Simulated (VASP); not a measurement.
A run of VASP 6.6.1 is set up as follows.

INCAR

```
SYSTEM = Au
  ALGO = Normal
  DIPOL = 0.5 0.5 0.500
  EDIFF = 1E-7
  EDIFFG = -0.01
  ENCUT = 520
  GGA = PE
  IBRION = 2
  IDIPOL = 3
  ISIF = 2
  ISMEAR = -1
  LASPH = .True.
  LCHARG = .False.
  LDIPOL = .True.
  LREAL = .False.
  LWAVE = .False.
  NELM = 80
  NSW = 32
  PREC = Accurate
  SIGMA = 0.05
```

File KPOINTS:

```
k-points
0
Gamma
  12 12 1
  0 0 0
```

The input POSCAR:

```
Au
1.0
    2.9400990585      0.0000000000      0.0000000000
    0.0000000000      2.9400990585      0.0000000000
    0.0000000000      0.0000000000     20.1579000000
Au
3
Direct
    0.0000000000      0.0000000000      0.3984009316
    0.5000000000      0.5000000000      0.5000000001
    0.0000000000      0.0000000000      0.6015990684
```

Potentials or basis: VASP PAW PBE potentials, release 64 (Au).

The run is started by

```sh
$ cat potpaw_PBE.64/Au/POTCAR > POTCAR
$ mpirun -np 1 vasp_std > vasp.out
```

Problem. Predict the band gap on the k mesh.

Solution. Zero (an odd number of electrons rules out a gap without spin polarisation).

Final structure:
```cif
data_structure
_symmetry_space_group_name_H-M 'P 1'
_symmetry_Int_Tables_number 1
_cell_length_a 2.9401
_cell_length_b 2.9401
_cell_length_c 20.1579
_cell_angle_alpha 90.000
_cell_angle_beta 90.000
_cell_angle_gamma 90.000
_cell_volume 174.25
loop_
_atom_site_label
_atom_site_type_symbol
_atom_site_fract_x
_atom_site_fract_y
_atom_site_fract_z
_atom_site_occupancy
Au1 Au 0.00000 0.00000 0.39840 1
Au2 Au 0.50000 0.50000 0.50000 1
Au3 Au 0.00000 0.00000 0.60160 1
```

Caveat: the relaxation stopped at its first step, so nothing moved; spin-orbit coupling is left out, which moves the levels of the heavy elements.
